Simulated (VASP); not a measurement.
# Ni (Im-3m) in VASP: further runs, part 2 of 2

VASP 6.6.1. Earlier steps stand in the parts before.

## Step 4: Single point, PBEsol, collinear spin, ferromagnetic start

This run uses another cell than the first one, of 10.48 Å³/atom, 1.022 times its volume.

File INCAR:

```
PREC = Accurate ; ENCUT = 520
EDIFF = 1E-7 ; ISMEAR = -1
SIGMA = 0.05 ; LREAL = F
LASPH = T ; NELM = 150
ALGO = Normal ; ISIF = 2
LWAVE = F ; LCHARG = F
ISPIN = 2 ; MAGMOM = 1
LORBIT = 11 ; LMAXMIX = 4
GGA = PS ; NBANDS = 15
```

File KPOINTS:

```
Automatic mesh
0
Gamma
  13 13 13
```

File POSCAR:

```
Ni
1.0
   -1.3784481561      1.3784481561      1.3784481561
    1.3784481561     -1.3784481561      1.3784481561
    1.3784481561      1.3784481561     -1.3784481561
Ni
1
Direct
    0.0000000000      0.0000000000      0.0000000000
```

Potentials or basis: VASP PAW PBE potentials, release 64 (Ni).

Started as:

```console
cat potpaw_PBE.64/Ni/POTCAR > POTCAR
mpirun -np 1 vasp_std > vasp.out
```

OUTCAR:

```text
PREC = Accurate
   ENCUT = 520
   EDIFF = 1E-7
   ISMEAR = -1
   LREAL = F
   LASPH = T
   NELM = 150
   ISIF = 2
   ISPIN = 2
   LORBIT = 11
   GGA = PS

 ion  position               nearest neighbor table
   1  0.000  0.000  0.000-

  LATTYP: Found a body centered cubic cell.
 ALAT       =     2.7568963122

  Lattice vectors:

 A1 = (  -1.3784481561,   1.3784481561,   1.3784481561)
 A2 = (   1.3784481561,  -1.3784481561,   1.3784481561)
 A3 = (   1.3784481561,   1.3784481561,  -1.3784481561)

Analysis of symmetry for initial positions (statically):
=====================================================================
 Subroutine PRICEL returns:
 Original cell was already a primitive cell.

 Routine SETGRP: Setting up the symmetry group for a
 body centered cubic supercell.

 Subroutine GETGRP returns: Found 48 space group operations
 (whereof 48 operations were pure point group operations)
 out of a pool of 48 trial point group operations.

The static configuration has the point symmetry O_h .

Analysis of symmetry for dynamics (positions and initial velocities):
=====================================================================
 Subroutine PRICEL returns:
 Original cell was already a primitive cell.

[... 622 lines left out ...]
      9      36.3640      0.00000
     10      41.5400      0.00000
     11      41.5400      0.00000
     12      43.0848      0.00000
     13      43.0848      0.00000
     14      43.0848      0.00000
[... 403 lines left out ...]
      4       9.1185      0.99990
      5       9.3068      0.99586
      6      10.0269      0.00013
      7      23.2148      0.00000
      8      27.7725      0.00000
      9      29.3019      0.00000
     10      37.9933      0.00000
     11      41.8040      0.00000
     12      44.4500      0.00000
     13      46.4734      0.00000
     14      50.1014      0.00000
     15      53.1172      0.00000

 [... further k-points ...]
[... 5 lines left out ...]
  --------------------------------------------------------------------------------------
  -------------------------------------------------------------------------------------
  Total       -0.0036889     -0.0036889     -0.0036889     -0.0000000      0.0000000      0.0000000
  in kB       -0.5641317     -0.5641317     -0.5641317     -0.0000000      0.0000000      0.0000000
  external PRESSURE =      -0.5641317 kB  Pullay stress =       0.0000000 kB

 VOLUME and BASIS-vectors are now :
 -----------------------------------------------------------------------------
  energy-cutoff  :      520.00
  volume of cell :       10.48
      direct lattice vectors                 reciprocal lattice vectors
    -1.378448156  1.378448156  1.378448156     0.000000000  0.362726736  0.362726736
     1.378448156 -1.378448156  1.378448156     0.362726736  0.000000000  0.362726736
     1.378448156  1.378448156 -1.378448156     0.362726736  0.362726736  0.000000000

 POSITION                                       TOTAL-FORCE (eV/Angst)
 -----------------------------------------------------------------------------------
      0.00000      0.00000      0.00000         0.000000      0.000000     -0.000000
 -----------------------------------------------------------------------------------
    total drift:                                0.000000      0.000000     -0.000000

  FREE ENERGIE OF THE ION-ELECTRON SYSTEM (eV)
  ---------------------------------------------------
  free  energy   TOTEN  =        -6.0393401579 eV

  energy  without entropy=       -6.0241522528  energy(sigma->0) =       -6.03174621

 total charge

# of ion       s       p       d       tot
------------------------------------------
    1        0.511   0.530   8.346   9.387

 magnetization (x)

# of ion       s       p       d       tot
------------------------------------------
    1       -0.003  -0.014   0.592   0.575
```

stdout:

```text
POSCAR found type information on POSCAR Ni
 POSCAR found :  1 types and       1 ions
 scaLAPACK will be used
 -----------------------------------------------------------------------------
|                                                                             |
|                                                                             |
|     You enforced a specific xc type in the INCAR file but a different       |
|     I HOPE YOU KNOW WHAT YOU ARE DOING!                                     |
|                                                                             |
 -----------------------------------------------------------------------------

 LDA part: xc-table for (Slater+PW92), standard interpolation
 POSCAR, INCAR and KPOINTS ok, starting setup
 FFT: planning ... GRIDC
 FFT: planning ... GRID_SOFT
 FFT: planning ... GRID
 WAVECAR not read
 entering main loop
```

Run time: 28 s. Hardware: 1 thread of Intel Xeon Platinum 8488C (Sapphire Rapids), shared host; peak memory 0.13 GiB.

Results:

```
Free energy                                           : -6.0393 eV
Pressure                                              : -0.1 GPa
Net moment                                            : 0.57 μB per cell
Site moments                                          : Ni +0.57 μB
Valence electrons inside the program's atomic spheres : Ni 9.39
```

Caveat: the PAW data sets were made with another functional, which shifts forces and pressure a little.

## Step 5: Single point, BLYP+D3(BJ), collinear spin, ferromagnetic start

This run uses another cell than the first one, of 10.65 Å³/atom, 1.038 times its volume.

File INCAR:

```
PREC = Accurate
ENCUT = 520
EDIFF = 1E-6
ISMEAR = -1
SIGMA = 0.05
LREAL = F
LASPH = T
NELM = 150
ALGO = Fast
ISIF = 2
LWAVE = F
LCHARG = F
ISPIN = 2
MAGMOM = 1
LORBIT = 11
LMAXMIX = 4
GGA = B5
ALDAX = 1.0
AGGAX = 1.0
AGGAC = 1.0
ALDAC = 0.0
IVDW = 12
VDW_S6 = 1.0
VDW_S8 = 2.6996
VDW_A1 = 0.4298
VDW_A2 = 4.2359
NBANDS = 15
```

File KPOINTS:

```
regular mesh
0
Gamma
  13 13 13
```

File POSCAR:

```
Ni
1.0
   -1.3858319417      1.3858319417      1.3858319417
    1.3858319417     -1.3858319417      1.3858319417
    1.3858319417      1.3858319417     -1.3858319417
Ni
1
Direct
    0.0000000000      0.0000000000      0.0000000000
```

Potentials or basis: VASP PAW PBE potentials, release 64 (Ni).

Started as:

```console
cat potpaw_PBE.64/Ni/POTCAR > POTCAR
mpirun -np 1 vasp_std > vasp.out
```

OUTCAR:

```text
PREC = Accurate
   ENCUT = 520
   EDIFF = 1E-6
   ISMEAR = -1
   LREAL = F
   LASPH = T
   NELM = 150
   ISIF = 2
   ISPIN = 2
   LORBIT = 11
   GGA = B5
   IVDW = 12
 IVDW          = 12

 ion  position               nearest neighbor table
   1  0.000  0.000  0.000-

  LATTYP: Found a body centered cubic cell.
 ALAT       =     2.7716638834

  Lattice vectors:

 A1 = (  -1.3858319417,   1.3858319417,   1.3858319417)
 A2 = (   1.3858319417,  -1.3858319417,   1.3858319417)
 A3 = (   1.3858319417,   1.3858319417,  -1.3858319417)

Analysis of symmetry for initial positions (statically):
=====================================================================
 Subroutine PRICEL returns:
 Original cell was already a primitive cell.

 Routine SETGRP: Setting up the symmetry group for a
 body centered cubic supercell.

 Subroutine GETGRP returns: Found 48 space group operations
 (whereof 48 operations were pure point group operations)
 out of a pool of 48 trial point group operations.

The static configuration has the point symmetry O_h .

Analysis of symmetry for dynamics (positions and initial velocities):
[... 631 lines left out ...]
     13      42.8401      0.00000
     14      42.8401      0.00000
[... 403 lines left out ...]
      4       9.5013      0.99995
      5       9.6701      0.99854
      6      10.4721      0.00007
      7      23.6593      0.00000
      8      28.3008      0.00000
      9      29.4876      0.00000
     10      38.5362      0.00000
     11      41.9928      0.00000
     12      44.7265      0.00000
     13      46.7496      0.00000
     14      50.2395      0.00000
     15      53.2191      0.00000

 [... further k-points ...]

------------------------ aborting loop because EDIFF is reached ----------------------------------------

 Edisp (eV)   -1.07477

 E8    (eV) :    -0.7867

  FORCE on cell =-STRESS in cart. coord.  units (eV):
  Direction    XX          YY          ZZ          XY          YZ          ZX
  --------------------------------------------------------------------------------------
  -------------------------------------------------------------------------------------
  Total       0.00416     0.00416     0.00416    -0.00000     0.00000     0.00000
  in kB       0.62669     0.62669     0.62669    -0.00000     0.00000     0.00000
  external pressure =        0.63 kB  Pullay stress =        0.00 kB

 VOLUME and BASIS-vectors are now :
 -----------------------------------------------------------------------------
  energy-cutoff  :      520.00
  volume of cell :       10.65
      direct lattice vectors                 reciprocal lattice vectors
    -1.385831942  1.385831942  1.385831942     0.000000000  0.360794109  0.360794109
     1.385831942 -1.385831942  1.385831942     0.360794109  0.000000000  0.360794109
     1.385831942  1.385831942 -1.385831942     0.360794109  0.360794109  0.000000000

 POSITION                                       TOTAL-FORCE (eV/Angst)
 -----------------------------------------------------------------------------------
      0.00000      0.00000      0.00000         0.000000      0.000000     -0.000000
 -----------------------------------------------------------------------------------
    total drift:                                0.000000      0.000000      0.000000

  FREE ENERGIE OF THE ION-ELECTRON SYSTEM (eV)
  ---------------------------------------------------
  free  energy   TOTEN  =        -5.5594084635 eV

  energy  without entropy=       -5.5453292259  energy(sigma->0) =       -5.55236884

 total charge

# of ion       s       p       d       tot
------------------------------------------
    1        0.504   0.492   8.400   9.396

 magnetization (x)

# of ion       s       p       d       tot
------------------------------------------
    1       -0.004  -0.013   0.555   0.538
```

Run time: 28 s. Hardware: 1 thread of Intel Xeon Platinum 8488C (Sapphire Rapids), shared host; peak memory 0.14 GiB.

What came out:

| Item | Value |
| --- | --- |
| Free energy | -5.5594 eV |
| Pressure | 0.1 GPa |
| Net moment | 0.54 μB per cell |
| Site moments | Ni +0.54 μB |
| Valence electrons inside the program's atomic spheres | Ni 9.40 |
| Dispersion energy per atom | -1.075 eV |

Levels at points of the mesh, in eV from the Fermi level:
Spin up:
| k point | band 1 | band 2 | band 3 | band 4 | band 5 | band 6 | band 7 | band 8 | band 9 | band 10 |
| --- | --- | --- | --- | --- | --- | --- | --- | --- | --- | --- |
| (0.00, 0.00, 0.00) | -8.86 | -2.31 | -2.31 | -2.31 | -0.85 | -0.85 | 27.06 | 27.06 | 27.06 | 32.10 |
Spin down:
| k point | band 2 | band 3 | band 4 | band 5 | band 6 | band 7 | band 8 | band 9 |
| --- | --- | --- | --- | --- | --- | --- | --- | --- |
| (0.00, 0.00, 0.00) | -1.67 | -1.67 | -1.67 | -0.42 | -0.42 | 27.00 | 27.00 | 27.00 |

Caveat: the PAW data sets were made with another functional, which shifts forces and pressure a little; pairwise dispersion overbinds metals, which lowers pressure and volume.

## Step 6: The runs side by side

```csv
level,cell,gap on the mesh (eV),pressure (GPa),moment (μB)
PBEsol,"a = 2.371 Å, angles 109.5°, 1 atom",none,4.9,0.55
PBEsol,"a = 2.355 Å, angles 109.5°, 1 atom",none,9.7,0.52
PBEsol,"a = 2.388 Å, angles 109.5°, 1 atom",none,-0.1,0.57
BLYP+D3(BJ),"a = 2.400 Å, angles 109.5°, 1 atom",none,0.1,0.54
```

Alike in all rows: task single point; potentials or basis VASP PAW PBE potentials, release 64 (Ni); spin collinear, ferromagnetic start; k mesh 13 × 13 × 13; cutoff (eV) 520; smearing fermi-dirac 0.05 eV.

Caveats: the PAW data sets were made with another functional, which shifts forces and pressure a little; pairwise dispersion overbinds metals, which lowers pressure and volume (some runs).

Total energies depend on the potentials used, so only differences within one code and one set of settings carry meaning.
